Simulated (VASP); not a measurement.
# NaCaI3 (Pm-3m) in VASP: a series of runs

Runs on NaCaI3. Level: PBE. Tasks: single point.

Program: VASP 6.6.1. These are calculated values, not measurements. Logs are shortened: lines on timing, memory, paths and dates and some standing lists are left out, and cuts for length are marked.

### Step 1. The cell of the first run

The structure is cubic, space group Pm-3m (No. 221). The conventional cell has a = 6.019 Å, b = 6.019 Å, c = 6.019 Å, α = 90.00°, β = 90.00°, γ = 90.00°. Na (site symmetry m-3m) has 12 I at 4.26 Å and 8 Ca at 5.21 Å within 5.6 Å. Ca (site symmetry m-3m) has 6 I at 3.01 Å within 4.0 Å. I (site symmetry 4/mmm) has 2 Ca at 3.01 Å within 4.0 Å.

### Step 2. Single point, PBE (43.62 Å³/atom)

File INCAR:

```
  PREC = Accurate
  ENCUT = 520
  EDIFF = 1E-6
  ISMEAR = 0
  SIGMA = 0.01
  LREAL = False
  LASPH = True
  NELM = 100
  ALGO = Normal
  ISIF = 2
  LWAVE = False
  LCHARG = False
  GGA = PE
  NBANDS = 27
```

File KPOINTS:

```
regular mesh
0
Gamma
  4 4 4
```

File POSCAR:

```
NaCaI3
1.0
    6.0194706507      0.0000000000      0.0000000000
    0.0000000000      6.0194706507      0.0000000000
    0.0000000000      0.0000000000      6.0194706507
Na Ca I
1 1 3
Direct
    0.0000000000      0.0000000000      0.0000000000
    0.5000000000      0.5000000000      0.5000000000
    0.5000000000      0.5000000000      0.0000000000
    0.5000000000      0.0000000000      0.5000000000
    0.0000000000      0.5000000000      0.5000000000
```

Potentials or basis: VASP PAW PBE potentials, release 64 (Na_pv, Ca_sv, I).

Launch:

```console
cat potpaw_PBE.64/Na_pv/POTCAR potpaw_PBE.64/Ca_sv/POTCAR potpaw_PBE.64/I/POTCAR > POTCAR
mpirun -np 1 vasp_std > vasp.out
```

OUTCAR:

```text
PREC = Accurate
   ENCUT = 520
   EDIFF = 1E-6
   ISMEAR = 0
   LREAL = False
   LASPH = True
   NELM = 100
   ISIF = 2
   GGA = PE

 ion  position               nearest neighbor table
   1  0.000  0.000  0.000-
   2  0.500  0.500  0.500-   3 3.01   4 3.01   5 3.01   3 3.01   4 3.01   5 3.01
   3  0.500  0.500  0.000-   2 3.01   2 3.01
   4  0.500  0.000  0.500-   2 3.01   2 3.01
   5  0.000  0.500  0.500-   2 3.01   2 3.01

  LATTYP: Found a simple cubic cell.
 ALAT       =     6.0194706507

  Lattice vectors:

 A1 = (   6.0194706507,   0.0000000000,   0.0000000000)
 A2 = (   0.0000000000,   6.0194706507,   0.0000000000)
 A3 = (   0.0000000000,   0.0000000000,   6.0194706507)

Analysis of symmetry for initial positions (statically):
=====================================================================
 Subroutine PRICEL returns:
 Original cell was already a primitive cell.

 Routine SETGRP: Setting up the symmetry group for a
 simple cubic supercell.

 Subroutine GETGRP returns: Found 48 space group operations
 (whereof 48 operations were pure point group operations)
 out of a pool of 48 trial point group operations.

The static configuration has the point symmetry O_h .

Analysis of symmetry for dynamics (positions and initial velocities):
=====================================================================
 Subroutine PRICEL returns:
 Original cell was already a primitive cell.

 Routine SETGRP: Setting up the symmetry group for a
 simple cubic supercell.

 Subroutine GETGRP returns: Found 48 space group operations
 (whereof 48 operations were pure point group operations)
 out of a pool of 48 trial point group operations.

The dynamic configuration has the point symmetry O_h .

 Subroutine INISYM returns: Found 48 space group operations
 (whereof 48 operations are pure point group operations),
 and found     1 'primitive' translations

----------------------------------------------------------------------------------------

                                     Primitive cell

  volume of cell :     218.1097

  direct lattice vectors                    reciprocal lattice vectors
     6.019470651  0.000000000  0.000000000     0.166127565  0.000000000  0.000000000
     0.000000000  6.019470651  0.000000000     0.000000000  0.166127565  0.000000000
     0.000000000  0.000000000  6.019470651     0.000000000  0.000000000  0.166127565

  length of vectors
     6.019470651  6.019470651  6.019470651     0.166127565  0.166127565  0.166127565

  position of ions in fractional coordinates (direct lattice)
     0.000000000  0.000000000  0.000000000
     0.500000000  0.500000000  0.500000000
     0.500000000  0.500000000  0.000000000
     0.500000000  0.000000000  0.500000000
     0.000000000  0.500000000  0.500000000

  ion indices of the primitive-cell ions
   primitive index   ion index
                 1           1
                 2           2
                 3           3
                 4           4
                 5           5

----------------------------------------------------------------------------------------

 KPOINTS: regular mesh

Automatic generation of k-mesh.
 Grid dimensions read from file:
 generate k-points for:    4    4    4

 Generating k-lattice:

  Cartesian coordinates                     Fractional coordinates (reciprocal lattice)
     0.041531891  0.000000000  0.000000000     0.250000000  0.000000000  0.000000000
     0.000000000  0.041531891  0.000000000     0.000000000  0.250000000  0.000000000
     0.000000000  0.000000000  0.041531891     0.000000000  0.000000000  0.250000000

  Length of vectors
     0.041531891  0.041531891  0.041531891

  Shift w.r.t. Gamma in fractional coordinates (k-lattice)
     0.000000000  0.000000000  0.000000000

 Subroutine IBZKPT returns following result:
 ===========================================

 Found     10 irreducible k-points:

 Following reciprocal coordinates:
            Coordinates               Weight
  0.000000  0.000000  0.000000      1.000000
  0.250000  0.000000  0.000000      6.000000
  0.500000  0.000000  0.000000      3.000000
  0.250000  0.250000  0.000000     12.000000
  0.500000  0.250000  0.000000     12.000000
  0.500000  0.500000  0.000000      3.000000
  0.250000  0.250000  0.250000      8.000000
  0.500000  0.250000  0.250000     12.000000
  0.500000  0.500000  0.250000      6.000000
  0.500000  0.500000  0.500000      1.000000
   k-points           NKPTS =     10   k-points in BZ     NKDIM =     10   number of bands    NBANDS=     27
   number of dos      NEDOS =    301   number of ions     NIONS =      5
   total plane-waves  NPLWV = 110592
   dimension x,y,z NGX =    48 NGY =   48 NGZ =   48
   dimension x,y,z NGXF=    96 NGYF=   96 NGZF=   96
   ions per type =               1   1   3
   NGX,Y,Z   is equivalent  to a cutoff of  13.26, 13.26, 13.26 a.u.
   NGXF,Y,Z  is equivalent  to a cutoff of  26.51, 26.51, 26.51 a.u.
 SYSTEM =  unknown system
   PREC   = accura    normal or accurate (medium, high low for compatibility)
   ISTART =      0    job   : 0-new  1-cont  2-samecut
   ICHARG =      2    charge: 1-file 2-atom 10-const
   ISPIN  =      1    spin polarized calculation?
   LNONCOLLINEAR =      F non collinear calculations
   LSORBIT =      F    spin-orbit coupling
   LASPH  =      T    aspherical Exc in radial PAW
   ENCUT  =  520.0 eV  38.22 Ry    6.18 a.u.  11.19 11.19 11.19*2*pi/ulx,y,z
   NELM   =    100;   NELMIN=  2; NELMDL= -5     # of ELM steps
   EDIFF  = 0.1E-05   stopping-criterion for ELM
   LREAL  =      F    real-space projection
   EDIFFG = 0.1E-04   stopping-criterion for IOM
   NSW    =      0    number of steps for IOM
   IBRION =     -1    ionic relax: 0-MD 1-quasi-New 2-CG
   NFREE  =      0    steps in history (QN), initial steepest desc. (CG)
   ISIF   =      2    stress and relaxation
   ISYM   =      2    0-nonsym 1-usesym 2-fastsym
   POTIM  = 0.5000    time-step for ionic-motion
   TEBEG  =    0.0;   TEEND  =   0.0 temperature during run
   PSTRESS=    0.0 pullay stress
   NELECT =      38.0000    total number of electrons
   NUPDOWN=      -1.0000    fix difference up-down
   EMIN   =  10.00;   EMAX   =-10.00  energy-range for DOS
   EFERMI =   0.00;   METHOD = LEGACY
   ISMEAR =     0;   SIGMA  =   0.01  broadening in eV -4-tet -1-fermi 0-gaus
   EFERMI_NEDOS =   21; number of points for ismear=-14 and -15
   IALGO  =     38    algorithm
   IMIX   =      4    mixing-type and parameters
     AMIX     =   0.40;   BMIX     =  1.00
     AMIX_MAG =   1.60;   BMIX_MAG =  1.00
  volume/ion in A,a.u.               =      43.62       294.38
  Fermi-wavevector in a.u.,A,eV,Ry     =   0.914347  1.727865 11.374886  0.836031
  Thomas-Fermi vector in A             =   2.038963
   LORBIT       =      0    0 simple, 1 ext, 2 COOP (PROOUT), +10 PAW based schemes
   GGA     = PE    functional components
   LHFCALC =     F    Hartree Fock is set to
   AEXX    =    0.0000 exact exchange contribution
   IVDW    =     0    specifies the selected vdW correction
   LEPSILON=     F    determine dielectric tensor
   LRPA    =     F    only Hartree local field effects (RPA)
 non-spin polarized calculation
 Gauss-broadening in eV      SIGMA  =   0.01
  energy-cutoff  :      520.00
  volume of cell :      218.11
 maximum number of plane-waves:      5910
 NGX is ok and might be reduce to    48
   NGX = 23   NGY = 23   NGZ = 23

 number of electron      37.9999982 magnetization

 Free energy of the ion-electron system (eV)
  ---------------------------------------------------
  ext. energy  EPLUGINS =         0.00000000
  ---------------------------------------------------
  free energy    TOTEN  =       -14.22540916 eV

  energy without entropy =      -14.22540916  energy(sigma->0) =      -14.22540916

 E-fermi :   0.9357     XC(G=0):  -7.1404

 val. band max:        0.8237461235   @ k =   0.5000   0.5000   0.5000
 cond. band min:       3.2056224084   @ k =   0.0000   0.0000   0.0000
 fundamental gap:      2.3818762849
 Fermi energy:         0.9357270383

 k-point     1 :       0.0000    0.0000    0.0000
  band No.  band energies     occupation
      1     -38.9123      2.00000
      2     -23.8261      2.00000
      3     -23.8261      2.00000
      4     -23.8261      2.00000
      5     -19.9640      2.00000
      6     -19.9640      2.00000
[... 19 lines left out ...]
     26       5.8213      0.00000
     27       6.5471      0.00000

 k-point     2 :       0.2500    0.0000    0.0000
  band No.  band energies     occupation
      1     -38.9123      2.00000
      2     -23.8261      2.00000
      3     -23.8261      2.00000
      4     -23.8261      2.00000
      5     -19.9669      2.00000
      6     -19.9639      2.00000
[... 19 lines left out ...]
     26       6.1688      0.00000
     27       6.8942      0.00000

 k-point     3 :       0.5000    0.0000    0.0000
  band No.  band energies     occupation
      1     -38.9123      2.00000
      2     -23.8262      2.00000
      3     -23.8261      2.00000
      4     -23.8261      2.00000
      5     -19.9699      2.00000
      6     -19.9638      2.00000
[... 19 lines left out ...]
     26       5.8294      0.00000
     27       7.1918      0.00000

 k-point     4 :       0.2500    0.2500    0.0000
  band No.  band energies     occupation
      1     -38.9123      2.00000
      2     -23.8261      2.00000
      3     -23.8261      2.00000
      4     -23.8261      2.00000
      5     -19.9668      2.00000
      6     -19.9668      2.00000
[... 19 lines left out ...]
     26       6.4964      0.00000
     27       6.7326      0.00000
[... 96 lines left out ...]
      4     -23.8261      2.00000
      5     -19.9697      2.00000
      6     -19.9666      2.00000
[... 19 lines left out ...]
     26       6.6529      0.00000
     27       6.7426      0.00000

 k-point     9 :       0.5000    0.5000    0.2500
  band No.  band energies     occupation
      1     -38.9124      2.00000
      2     -23.8261      2.00000
      3     -23.8261      2.00000
      4     -23.8261      2.00000
      5     -19.9696      2.00000
      6     -19.9696      2.00000
[... 19 lines left out ...]
     26       6.9600      0.00000
     27       7.1806      0.00000

 k-point    10 :       0.5000    0.5000    0.5000
  band No.  band energies     occupation
      1     -38.9124      2.00000
      2     -23.8262      2.00000
      3     -23.8262      2.00000
      4     -23.8262      2.00000
      5     -19.9695      2.00000
      6     -19.9695      2.00000
[... 19 lines left out ...]
     26       6.5261      0.00000
     27       8.0091      0.00000

------------------------ aborting loop because EDIFF is reached ----------------------------------------

  FORCE on cell =-STRESS in cart. coord.  units (eV):
  Direction    XX          YY          ZZ          XY          YZ          ZX
  --------------------------------------------------------------------------------------
  -------------------------------------------------------------------------------------
  Total        1.5811470      1.5811470      1.5811470      0.0000000     -0.0000000      0.0000000
  in kB       11.6146982     11.6146982     11.6146982      0.0000000     -0.0000000      0.0000000
  external PRESSURE =      11.6146982 kB  Pullay stress =       0.0000000 kB

 VOLUME and BASIS-vectors are now :
 -----------------------------------------------------------------------------
  energy-cutoff  :      520.00
  volume of cell :      218.11
      direct lattice vectors                 reciprocal lattice vectors
     6.019470651  0.000000000  0.000000000     0.166127565  0.000000000  0.000000000
     0.000000000  6.019470651  0.000000000     0.000000000  0.166127565  0.000000000
     0.000000000  0.000000000  6.019470651     0.000000000  0.000000000  0.166127565

 POSITION                                       TOTAL-FORCE (eV/Angst)
 -----------------------------------------------------------------------------------
      0.00000      0.00000      0.00000         0.000000      0.000000      0.000000
      3.00974      3.00974      3.00974         0.000000      0.000000      0.000000
      3.00974      3.00974      0.00000         0.000000      0.000000      0.000000
      3.00974      0.00000      3.00974         0.000000      0.000000      0.000000
      0.00000      3.00974      3.00974         0.000000      0.000000      0.000000
 -----------------------------------------------------------------------------------
    total drift:                                0.000000     -0.000000     -0.000000

  FREE ENERGIE OF THE ION-ELECTRON SYSTEM (eV)
  ---------------------------------------------------
  free  energy   TOTEN  =       -14.2254091627 eV

  energy  without entropy=      -14.2254091627  energy(sigma->0) =      -14.22540916
```

Wall time 36 s (1 thread of Intel Xeon 6975P-C (Granite Rapids), shared host); peak memory 0.34 GiB.

Results:

```yaml
Free_energy: -14.2254 eV
Pressure: 1.2 GPa
Band_gap_on_the_k_mesh: 2.38 eV (least direct gap 2.71 eV)
```

Caveat: spin-orbit coupling is left out, which moves the levels of the heavy elements.

### Step 3. Single point, PBE (45.01 Å³/atom)

This run uses another cell than the first one, of 45.01 Å³/atom.

File INCAR:

```
SYSTEM = NaCaI3
PREC     = Accurate       ! precision mode
ENCUT    = 520            ! plane-wave cutoff, eV
EDIFF    = 1E-7           ! SCF threshold, eV
ISMEAR   = 0              ! smearing method
SIGMA    = 0.01           ! smearing width, eV
LREAL    = .False.        ! projectors in reciprocal space
LASPH    = .True.         ! aspherical terms in the spheres
NELM     = 100            ! most SCF steps
ALGO     = Normal         ! electronic algorithm
ISIF     = 2              ! what is computed and relaxed
LWAVE    = .False.        ! write WAVECAR
LCHARG   = .False.        ! write CHGCAR
GGA      = PE             ! functional
NBANDS   = 27             ! bands
```

File KPOINTS:

```
Automatic mesh
0
Gamma
  4 4 4
  0 0 0
```

POSCAR, as its differences from that of step 2:

```diff
@@ -2,5 +2,5 @@
 1.0
-    6.0194706507      0.0000000000      0.0000000000
-    0.0000000000      6.0194706507      0.0000000000
-    0.0000000000      0.0000000000      6.0194706507
+    6.0828381564      0.0000000000      0.0000000000
+    0.0000000000      6.0828381564      0.0000000000
+    0.0000000000      0.0000000000      6.0828381564
 Na Ca I
```

Potentials or basis: VASP PAW PBE potentials, release 64 (Na_pv, Ca_sv, I).

Launch:

```console
cat potpaw_PBE.64/Na_pv/POTCAR potpaw_PBE.64/Ca_sv/POTCAR potpaw_PBE.64/I/POTCAR > POTCAR
mpirun -np 1 vasp_std > vasp.out
```

Run time: 42 s. Hardware: 1 thread of Intel Xeon 6975P-C (Granite Rapids), shared host; peak memory 0.34 GiB.

The run converged. Its results:

```yaml
Free_energy: -14.2630 eV
Pressure: 0.6 GPa
Band_gap_on_the_k_mesh: 2.39 eV (least direct gap 2.74 eV)
```

Levels at points of the mesh, in eV from the valence-band top:
```tsv
k point	band 15	band 16	band 17	band 18	band 19	band 20	band 21	band 22	band 23	band 24
(0.00, 0.00, 0.00)	-0.67	-0.67	-0.35	-0.35	-0.35	2.39	3.75	3.75	3.75	4.52
(0.50, 0.00, 0.00)	-1.10	-1.10	-0.82	-0.45	-0.45	3.69	3.82	4.51	4.76	4.83
(0.50, 0.50, 0.00)	-1.09	-1.09	-1.08	-1.08	-0.01	3.68	4.87	4.88	4.88	5.34
(0.50, 0.50, 0.50)	-1.42	-1.42	0.00	0.00	0.00	2.75	5.34	5.34	5.34	5.66
```

Caveat: spin-orbit coupling is left out, which moves the levels of the heavy elements.

(Continued in part 2 of 2.)
